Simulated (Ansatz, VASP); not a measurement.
## In in VASP and in Ansatz

```
CELL_PARAMETERS angstrom
0.00000 2.39782 2.39782
2.39782 0.00000 2.39782
2.39782 2.39782 0.00000
ATOMIC_POSITIONS crystal
In 0.00000 0.00000 0.00000
```

Alike in both runs: functional PBE; k mesh 8 × 8 × 8; occupations gaussian, width 0.1 eV; no spin polarisation.

Ansatz relaxed the structure, and its values are those at the end. VASP's run is a single point on that final structure, the one shown.

|  | VASP | Ansatz |
| --- | --- | --- |
| version | VASP 6.6.1 | Ansatz 0.2.0 |
| potentials or method | VASP PAW PBE potentials, release 64 (In_d), cutoff 520 eV | scalar-relativistic, plane waves, PAW |
| valence electrons in the cell | 13 | 13 |

```csv
,VASP,Ansatz,Ansatz less VASP
gap on the k mesh at the Fermi level (eV),none,none,-
pressure (GPa),-0.1,0.0,+0.04
```

A gap of «none» marks a metal or a gap that the smearing closes. With one functional, cell and mesh, what is left measures potentials, basis and numerics.
